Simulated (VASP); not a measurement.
# NaH6Rh (Pm-3) in VASP: a series of runs, part 2 of 2

VASP 6.6.1.

## Step 3: Single point, PBE

This run uses another cell than the first one, of 10.69 Å³/atom.

The input, INCAR:

```
SYSTEM = NaH6Rh
PREC     = Accurate       ! precision mode
ENCUT    = 520            ! plane-wave cutoff, eV
EDIFF    = 1E-6           ! SCF threshold, eV
ISMEAR   = 0              ! smearing method
SIGMA    = 0.1            ! smearing width, eV
LREAL    = .FALSE.        ! projectors in reciprocal space
LASPH    = .TRUE.         ! aspherical terms in the spheres
NELM     = 80             ! most SCF steps
ALGO     = Normal         ! electronic algorithm
ISIF     = 2              ! what is computed and relaxed
LWAVE    = .FALSE.        ! write WAVECAR
LCHARG   = .FALSE.        ! write CHGCAR
GGA      = PE             ! functional
NBANDS   = 24             ! bands
```

The input, KPOINTS:

```
regular mesh
0
G
  4 4 4
  0 0 0
```

The input, POSCAR:

```
NaH6Rh
1.0
    4.4055609400      0.0000000000      0.0000000000
    0.0000000000      4.4055609400      0.0000000000
    0.0000000000      0.0000000000      4.4055609400
Na H Rh
1 6 1
Direct
    0.5000000000      0.5000000000      0.5000000000
    0.0000000000      0.5000000000      0.7499499900
    0.5000000000      0.2500500100      0.0000000000
    0.7499499900      0.0000000000      0.5000000000
    0.0000000000      0.5000000000      0.2500500100
    0.5000000000      0.7499499900      0.0000000000
    0.2500500100      0.0000000000      0.5000000000
    0.0000000000      0.0000000000      0.0000000000
```

Potentials or basis: VASP PAW PBE potentials, release 64 (Na_pv, H, Rh_pv).

Run with:

```bash
$ cat potpaw_PBE.64/Na_pv/POTCAR potpaw_PBE.64/H/POTCAR potpaw_PBE.64/Rh_pv/POTCAR > POTCAR
$ mpirun -np 1 vasp_std > vasp.out
```

OUTCAR:

```text
SYSTEM = NaH6Rh
   PREC = Accurate
   ENCUT = 520
   EDIFF = 1E-6
   ISMEAR = 0
   LREAL = .FALSE.
   LASPH = .TRUE.
   NELM = 80
   ISIF = 2
   GGA = PE

 ion  position               nearest neighbor table
   1  0.500  0.500  0.500-
   2  0.000  0.500  0.750-
   3  0.500  0.250  0.000-
   4  0.750  0.000  0.500-
   5  0.000  0.500  0.250-
   6  0.500  0.750  0.000-
   7  0.250  0.000  0.500-
   8  0.000  0.000  0.000-
[... 492 lines left out ...]
  -------------------------------------------------------------------------------------
  Total       -9.7792386     -9.7792386     -9.7792386      0.0000000     -0.0000000      0.0000000
  in kB     -183.2364996   -183.2364996   -183.2364996      0.0000000     -0.0000000      0.0000000
  external PRESSURE =    -183.2364996 kB  Pullay stress =       0.0000000 kB

 VOLUME and BASIS-vectors are now :
 -----------------------------------------------------------------------------
  energy-cutoff  :      520.00
  volume of cell :       85.51
      direct lattice vectors                 reciprocal lattice vectors
     4.405560940  0.000000000  0.000000000     0.226985851  0.000000000  0.000000000
     0.000000000  4.405560940  0.000000000     0.000000000  0.226985851  0.000000000
     0.000000000  0.000000000  4.405560940     0.000000000  0.000000000  0.226985851

 POSITION                                       TOTAL-FORCE (eV/Angst)
 -----------------------------------------------------------------------------------
      2.20278      2.20278      2.20278         0.000000      0.000000      0.000000
      0.00000      2.20278      3.30395        -0.000000     -0.000000      0.731879
      2.20278      1.10161      0.00000         0.000000     -0.731879     -0.000000
      3.30395      0.00000      2.20278         0.731879      0.000000     -0.000000
      0.00000      2.20278      1.10161         0.000000      0.000000     -0.731879
      2.20278      3.30395      0.00000        -0.000000      0.731879      0.000000
      1.10161      0.00000      2.20278        -0.731879     -0.000000      0.000000
      0.00000      0.00000      0.00000         0.000000      0.000000      0.000000
 -----------------------------------------------------------------------------------
    total drift:                                0.000000      0.000000      0.000000

  FREE ENERGIE OF THE ION-ELECTRON SYSTEM (eV)
  ---------------------------------------------------
  free  energy   TOTEN  =       -20.6144654689 eV

  energy  without entropy=      -20.5882428933  energy(sigma->0) =      -20.60135418
```

Run time: 46 s. Hardware: 1 thread of Intel Xeon 8259CL, shared host; peak memory 0.21 GiB.

What came out:

```
Free energy            : -20.6145 eV
Pressure               : -18.3 GPa
Largest force          : 0.732 eV/Å
Band gap on the k mesh : zero (bands 14 and 15 overlap by 0.19 eV)
```

Forces on the atoms (eV/Å):
```
Na   0.000  0.000  0.000
H    0.000  0.000  0.732
H    0.000 -0.732  0.000
H    0.732  0.000  0.000
H    0.000  0.000 -0.732
H    0.000  0.732  0.000
H   -0.732  0.000  0.000
Rh   0.000  0.000  0.000
```

Caveat: the cell stands under tension.

## Step 4: Relaxation of cell and atoms, PBE

This run uses another cell than the first one, of 10.69 Å³/atom.

The input, INCAR:

```
PREC     = Accurate       # precision mode
ENCUT    = 600            # plane-wave cutoff, eV
EDIFF    = 1E-6           # SCF threshold, eV
ISMEAR   = 0              # smearing method
SIGMA    = 0.1            # smearing width, eV
LREAL    = F              # projectors in reciprocal space
LASPH    = T              # aspherical terms in the spheres
NELM     = 80             # most SCF steps
ALGO     = Normal         # electronic algorithm
ISIF     = 3              # what is computed and relaxed
LWAVE    = F              # write WAVECAR
LCHARG   = F              # write CHGCAR
GGA      = PE             # functional
IBRION   = 2              # ionic algorithm
NSW      = 90             # ionic steps
EDIFFG   = -0.04          # ionic threshold
```

The input, KPOINTS:

```
regular mesh
0
Gamma
  4 4 4
```

POSCAR is that of step 3.

Run with:

```bash
$ cat potpaw_PBE.64/Na_pv/POTCAR potpaw_PBE.64/H/POTCAR potpaw_PBE.64/Rh_pv/POTCAR > POTCAR
$ mpirun -np 1 vasp_std > vasp.out
```

Wall time 8.1 min (1 thread of Intel Xeon 8259CL, shared host); peak memory 0.24 GiB.

The run converged. Its results:

```yaml
Free_energy: -26.3667 eV
Relaxed_volume: 7.82 Å³/atom
Relaxed_cell: a = 3.969 Å, b = 3.969 Å, c = 3.969 Å, α = 90.00°, β = 90.00°, γ = 90.00°
Space_group_after_relaxing_to_0.1_Å: Pm-3 (No. 200)
Energy_gained_by_relaxing: 719.0 meV/atom
Ionic_steps: 17
Pressure_after_relaxing: 0.5 GPa
Largest_force_after_relaxing: 0.031 eV/Å
Band_gap_on_the_k_mesh: zero (bands 14 and 15 overlap by 1.01 eV)
```

Forces on the atoms (eV/Å):
```
Na   0.000  0.000  0.000
H    0.000  0.000  0.031
H    0.000 -0.031  0.000
H    0.031  0.000  0.000
H    0.000  0.000 -0.031
H    0.000  0.031  0.000
H   -0.031  0.000  0.000
Rh   0.000  0.000  0.000
```

Step by step:
| step | energy change (eV) | largest force (eV/Å) | pressure (GPa) | volume (Å³) |
| --- | --- | --- | --- | --- |
| 1 | 0.0000 | 0.7317 | -18.25 | 85.51 |
| 2 | -1.8169 | 0.9931 | -18.19 | 71.31 |
| 3 | -2.6470 | 0.5775 | 50.08 | 38.29 |
| 4 | -3.5789 | 1.1281 | -8.72 | 54.71 |
| 5 | -3.7841 | 0.9845 | 11.17 | 45.68 |
| 6 | -3.8435 | 1.0544 | 3.03 | 48.41 |
| 7 | -4.2603 | 0.8055 | 6.57 | 47.79 |
| 8 | -4.7295 | 0.2607 | 20.87 | 46.37 |
| 9 | -5.0481 | 0.1568 | 17.02 | 48.56 |
| 10 | -5.3146 | 1.7111 | 14.68 | 55.55 |
| 11 | -5.3774 | 0.3704 | 14.40 | 52.25 |
| 12 | -5.4063 | 0.6724 | 14.20 | 53.30 |
| 13 | -5.6488 | 0.0326 | 5.43 | 56.87 |
| 14 | -5.6819 | 0.3843 | 1.01 | 59.22 |
| 15 | -5.6823 | 0.3571 | 1.32 | 59.02 |
| 16 | -5.7109 | 0.2954 | 0.98 | 59.98 |
| 17 | -5.7522 | 0.0313 | 0.47 | 62.54 |

Final structure:
```
Na H Rh
1.0
     3.96934    0.00000    0.00000
     0.00000    3.96934    0.00000
     0.00000    0.00000    3.96934
Na H Rh
1 6 1
Direct
  0.50000 0.50000 0.50000
  0.00000 0.50000 0.88593
  0.50000 0.11407 0.00000
  0.88593 0.00000 0.50000
  0.00000 0.50000 0.11407
  0.50000 0.88593 0.00000
  0.11407 0.00000 0.50000
  0.00000 0.00000 0.00000
```

Levels at points of the mesh, in eV from the Fermi level:
```csv
k point,band 12,band 13,band 14,band 15,band 16,band 17
"(0.00, 0.00, 0.00)",-3.00,0.23,0.23,0.23,0.61,0.61
"(0.50, 0.00, 0.00)",-2.95,-2.91,-0.49,0.71,0.99,3.16
"(0.50, 0.50, 0.00)",-3.37,-3.10,-2.40,0.35,0.96,3.26
"(0.50, 0.50, 0.50)",-4.78,-3.08,-3.08,-0.58,1.69,1.69
```

Caveat: the volume moved by over 15 % at a fixed basis, so the end points are rough.

## Step 5: Summary

```csv
task,cell,cutoff (eV),gap on the mesh (eV),pressure (GPa),largest force (eV/Å)
single point,"a = 3.991 Å, 8 atoms, atomic positions A",520,none,-0.3,-
single point,"a = 4.406 Å, 8 atoms, atomic positions B",520,none,-18.3,0.73
relaxation of cell and atoms,"relaxed from a = 4.406 Å, 8 atoms, atomic positions B",600,none,0.5,0.03
```

Alike in all rows: level PBE; potentials or basis VASP PAW PBE potentials, release 64 (Na_pv, H, Rh_pv); no spin polarisation; k mesh 4 × 4 × 4; smearing gaussian 0.1 eV.

Caveats: some runs use coarse meshes; the cell stands under tension (at least some runs); the volume moved by over 15 % at a fixed basis, so the end points are rough (at least some runs).

Total energies depend on the potentials used, so only differences within one code and one set of settings carry meaning.
